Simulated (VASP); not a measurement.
# SrO (F-43m) in VASP: elastic constants with PBE

Aim: the elastic constants of SrO with PBE.

Program: VASP 6.6.1. These are calculated values, not measurements. Logs are shortened: lines on timing, memory, paths and dates and some standing lists are left out, and cuts for length are marked.

## (1) The cell of the first run

Symmetry: F-43m, No. 216, cubic system. The conventional cell has a = 5.613 Å, b = 5.613 Å, c = 5.613 Å, α = 90.00°, β = 90.00°, γ = 90.00°. Within 3.2 Å of Sr (site symmetry -43m) lie 4 O at 2.43 Å. Within 3.2 Å of O (site symmetry -43m) lie 4 Sr at 2.43 Å.

## (2) Elastic constants, PBE

Contents of INCAR:

```
PREC     = Accurate       # precision mode
ENCUT    = 600            # plane-wave cutoff, eV
EDIFF    = 1E-8           # SCF threshold, eV
ISMEAR   = 0              # smearing method
SIGMA    = 0.01           # smearing width, eV
LREAL    = F              # projectors in reciprocal space
LASPH    = T              # aspherical terms in the spheres
NELM     = 60             # most SCF steps
ALGO     = Normal         # electronic algorithm
ISIF     = 3              # what is computed and relaxed
LWAVE    = F              # write WAVECAR
LCHARG   = F              # write CHGCAR
GGA      = PE             # functional
IBRION   = 6              # ionic algorithm
NFREE    = 2            
POTIM    = 0.015          # step
NSW      = 1              # ionic steps
```

Contents of KPOINTS:

```
Automatic mesh
0
Gamma
  10 10 10
```

Contents of POSCAR:

```
SrO
1.0
    0.0000000000      2.8066285720      2.8066285720
    2.8066285720      0.0000000000      2.8066285720
    2.8066285720      2.8066285720      0.0000000000
Sr O
1 1
Direct
    0.0000000000      0.0000000000      0.0000000000
    0.2500000000      0.2500000000      0.2500000000
```

Potentials or basis: VASP PAW PBE potentials, release 64 (Sr_sv, O).

Started as:

```console
$ cat potpaw_PBE.64/Sr_sv/POTCAR potpaw_PBE.64/O/POTCAR > POTCAR
$ mpirun -np 1 vasp_std > vasp.out
```

OUTCAR:

```text
PREC = Accurate
   ENCUT = 600
   EDIFF = 1E-8
   ISMEAR = 0
   LREAL = F
   LASPH = T
   NELM = 60
   ISIF = 3
   GGA = PE
   IBRION = 6
   NFREE = 2
   POTIM = 0.015
   NSW = 1

 ion  position               nearest neighbor table
   1  0.000  0.000  0.000-   2 2.43   2 2.43   2 2.43   2 2.43
   2  0.250  0.250  0.250-   1 2.43   1 2.43   1 2.43   1 2.43

  LATTYP: Found a face centered cubic cell.
 ALAT       =     5.6132571440

  Lattice vectors:

 A1 = (   0.0000000000,   2.8066285720,   2.8066285720)
 A2 = (   2.8066285720,   0.0000000000,   2.8066285720)
 A3 = (   2.8066285720,   2.8066285720,   0.0000000000)

Analysis of symmetry for initial positions (statically):
=====================================================================
 Subroutine PRICEL returns:
 Original cell was already a primitive cell.

 Routine SETGRP: Setting up the symmetry group for a
 face centered cubic supercell.

 Subroutine GETGRP returns: Found 24 space group operations
 (whereof 24 operations were pure point group operations)
 out of a pool of 48 trial point group operations.

The static configuration has the point symmetry T_d .

Analysis of symmetry for dynamics (positions and initial velocities):
=====================================================================
 Subroutine PRICEL returns:
 Original cell was already a primitive cell.

 Routine SETGRP: Setting up the symmetry group for a
 face centered cubic supercell.

 Subroutine GETGRP returns: Found 24 space group operations
 (whereof 24 operations were pure point group operations)
 out of a pool of 48 trial point group operations.

The dynamic configuration has the point symmetry T_d .

 Subroutine INISYM returns: Found 24 space group operations
 (whereof 24 operations are pure point group operations),
 and found     1 'primitive' translations

----------------------------------------------------------------------------------------

                                     Primitive cell

  volume of cell :      44.2165

  direct lattice vectors                    reciprocal lattice vectors
     0.000000000  2.806628572  2.806628572    -0.178149686  0.178149686  0.178149686
     2.806628572  0.000000000  2.806628572     0.178149686 -0.178149686  0.178149686
     2.806628572  2.806628572  0.000000000     0.178149686  0.178149686 -0.178149686

  length of vectors
     3.969172191  3.969172191  3.969172191     0.308564308  0.308564308  0.308564308

  position of ions in fractional coordinates (direct lattice)
     0.000000000  0.000000000  0.000000000
     0.250000000  0.250000000  0.250000000

  ion indices of the primitive-cell ions
   primitive index   ion index
                 1           1
                 2           2

----------------------------------------------------------------------------------------

 KPOINTS: Automatic mesh

Automatic generation of k-mesh.
 Grid dimensions read from file:
 generate k-points for:   10   10   10

 Generating k-lattice:

  Cartesian coordinates                     Fractional coordinates (reciprocal lattice)
    -0.017814969  0.017814969  0.017814969     0.100000000  0.000000000  0.000000000
     0.017814969 -0.017814969  0.017814969     0.000000000  0.100000000  0.000000000
     0.017814969  0.017814969 -0.017814969     0.000000000  0.000000000  0.100000000

[... 106 lines left out ...]

------------------------ aborting loop because EDIFF is reached ----------------------------------------

  FORCE on cell =-STRESS in cart. coord.  units (eV):
  Direction    XX          YY          ZZ          XY          YZ          ZX
  --------------------------------------------------------------------------------------
  -------------------------------------------------------------------------------------
  Total        0.1003360      0.1003360      0.1003360      0.0000000     -0.0000000     -0.0000000
  in kB        3.6356531      3.6356531      3.6356531      0.0000000     -0.0000000     -0.0000000
  external PRESSURE =       3.6356531 kB  Pullay stress =       0.0000000 kB
[... 89 lines left out ...]
  FREE ENERGIE OF THE ION-ELECTRON SYSTEM (eV)
  ---------------------------------------------------
  free  energy   TOTEN  =       -11.7638490432 eV

  energy  without entropy=      -11.7638490432  energy(sigma->0) =      -11.76384904

[... ionic steps 4 to 14 ...]

--------------------------------------- Ionic step       15  -------------------------------------------

 number of electron      16.0000004 magnetization

------------------------ aborting loop because EDIFF is reached ----------------------------------------
[... 67 lines left out ...]
--------------------------------------- Ionic step       17  -------------------------------------------

 number of electron      16.0000002 magnetization

 Free energy of the ion-electron system (eV)
  ---------------------------------------------------
  ext. energy  EPLUGINS =         0.00000000
  ---------------------------------------------------
  free energy    TOTEN  =       -11.76696331 eV

  energy without entropy =      -11.76696331  energy(sigma->0) =      -11.76696331

 E-fermi :   0.2882     XC(G=0):  -8.5600

 val. band max:        0.2247105728   @ k =  -0.3000   0.5000   0.2000
 cond. band min:       2.7107129142   @ k =   0.0000   0.0000   0.0000
 fundamental gap:      2.4860023414
 Fermi energy:         0.2881775568

 k-point     1 :       0.0000    0.0000    0.0000
  band No.  band energies     occupation
      1     -32.0416      2.00000
      2     -14.5290      2.00000
      3     -13.9375      2.00000
      4     -13.9348      2.00000
      5     -13.9339      2.00000
      6      -0.5948      2.00000
      7      -0.5897      2.00000
      8      -0.5838      2.00000
      9       2.7107      0.00000
     10       8.2110      0.00000
     11       8.2122      0.00000
     12       9.4971      0.00000
[... 331 lines left out ...]
 k-point    24 :       0.4000    0.3000    0.0000
  band No.  band energies     occupation
      1     -31.9815      2.00000
      2     -15.8148      2.00000
      3     -14.1268      2.00000
      4     -14.1002      2.00000
      5     -12.7142      2.00000
      6      -1.0685      2.00000
      7       0.0043      2.00000
      8       0.0177      2.00000
      9       5.0492      0.00000
     10       5.8922      0.00000
     11       9.1180      0.00000
     12       9.5123      0.00000

 [... further k-points ...]
[... 5 lines left out ...]
  --------------------------------------------------------------------------------------
  -------------------------------------------------------------------------------------
  Total        0.1010005      0.1029113      0.1029113      0.0000000      0.0709689      0.0000000
  in kB        3.6597327      3.7289708      3.7289708      0.0000000      2.5715420      0.0000000
  external PRESSURE =       3.7058914 kB  Pullay stress =       0.0000000 kB
[... 17 lines left out ...]
  FREE ENERGIE OF THE ION-ELECTRON SYSTEM (eV)
  ---------------------------------------------------
  free  energy   TOTEN  =       -11.7669633053 eV

  energy  without entropy=      -11.7669633053  energy(sigma->0) =      -11.76696331

 INTERNAL STRAIN TENSORS FROM STRAINED CELLS
 ============================================

 INTERNAL STRAIN TENSOR FOR ION    1 for displacements in x,y,z  (eV/Angst):
          X           Y           Z          XY          YZ          ZX
  --------------------------------------------------------------------------------
  x    -0.00000     0.00000    -0.00000    -0.00000     4.73856     0.00000
  y    -0.00000     0.00000    -0.00000     0.00000     0.00000     4.73878
  z    -0.00000     0.00000    -0.00000     4.73833     0.00000    -0.00000

 INTERNAL STRAIN TENSORS FROM DISPLACED ATOMS
 ============================================

 INTERNAL STRAIN TENSOR FOR ION    1 for displacements in x,y,z  (eV/Angst):
          X           Y           Z          XY          YZ          ZX
  --------------------------------------------------------------------------------
  x    -0.00000    -0.00000    -0.00000     0.00000     4.73818     0.00000
  y     0.00000     0.00000     0.00000     0.00000     0.00000     4.73818
  z    -0.00000    -0.00000    -0.00000     4.73818     0.00000     0.00000

 INTERNAL STRAIN TENSOR FOR ION    2 for displacements in x,y,z  (eV/Angst):
          X           Y           Z          XY          YZ          ZX
  --------------------------------------------------------------------------------
  x    -0.00000    -0.00000    -0.00000     0.00000    -4.73352     0.00000
  y     0.00000    -0.00000     0.00000     0.00000     0.00000    -4.73352
  z    -0.00000    -0.00000    -0.00000    -4.73352     0.00000     0.00000

 Eigenvectors and eigenvalues of the dynamical matrix
 ----------------------------------------------------

   1 f  =    9.486600 THz    59.606064 2PiTHz  316.438908 cm-1    39.233407 meV
             X         Y         Z           dx          dy          dz
      0.000000  0.000000  0.000000     0.000000    0.392526   -0.000000
      1.403314  1.403314  1.403314     0.000000   -0.919741   -0.000000
[... 21 lines left out ...]
   6 f/i=    0.004383 THz     0.027536 2PiTHz    0.146185 cm-1     0.018125 meV
             X         Y         Z           dx          dy          dz
      0.000000  0.000000  0.000000    -0.844557   -0.290187    0.220086
      1.403314  1.403314  1.403314    -0.360439   -0.123846    0.093928

--------------------------------------------------------------------------------------------------------

 ELASTIC MODULI CONTR FROM IONIC RELAXATION (kBar)
 Direction    XX          YY          ZZ          XY          YZ          ZX
 --------------------------------------------------------------------------------
 XX          -0.0000     -0.0000     -0.0000     -0.0000     -0.0000      0.0000
 YY          -0.0000     -0.0000     -0.0000     -0.0000     -0.0000     -0.0000
 ZZ          -0.0000     -0.0000     -0.0000     -0.0000     -0.0000      0.0000
 XY          -0.0000     -0.0000     -0.0000   -163.2697      0.0000      0.0000
 YZ          -0.0000     -0.0000     -0.0000      0.0000   -163.2697      0.0000
 ZX           0.0000     -0.0000      0.0000      0.0000      0.0000   -163.2697
 --------------------------------------------------------------------------------

 TOTAL ELASTIC MODULI (kBar)
 Direction    XX          YY          ZZ          XY          YZ          ZX
 --------------------------------------------------------------------------------
 XX         694.8097    576.4875    576.4875     -0.0000     -0.0000      0.0000
 YY         576.4875    694.8097    576.4875     -0.0000     -0.0000     -0.0000
 ZZ         576.4875    576.4875    694.8097      0.0000     -0.0000      0.0000
 XY          -0.0000     -0.0000      0.0000    265.4154      0.0000      0.0000
 YZ          -0.0000     -0.0000     -0.0000      0.0000    265.4154      0.0000
 ZX           0.0000     -0.0000      0.0000      0.0000      0.0000    265.4154
 --------------------------------------------------------------------------------
```

Run time: 11 min. Hardware: 1 thread of AMD EPYC 9R45 (Zen 5), shared host; peak memory 0.41 GiB.

Results:

```yaml
Elastic_constants_C11_C12_C44: 69, 58, 27 GPa
Voigt_bulk_modulus: 62 GPa
Highest_phonon_frequency_at_Γ_LO-TO_splitting_left_out: 316 cm⁻¹
```

Phonon frequencies in cm⁻¹ (negative: imaginary):
```
              q point        frequencies
(0.000, 0.000, 0.000)  0 0 0 316 316 316
```

Elastic tensor in Voigt notation (GPa, in the Cartesian axes of the cell as first typed):
```
69 58 58  0  0  0
58 69 58  0  0  0
58 58 69  0  0  0
 0  0  0 27  0  0
 0  0  0  0 27  0
 0  0  0  0  0 27
```

Clamped-ion elastic tensor (GPa):
```
69 58 58  0  0  0
58 69 58  0  0  0
58 58 69  0  0  0
 0  0  0 43  0  0
 0  0  0  0 43  0
 0  0  0  0  0 43
```
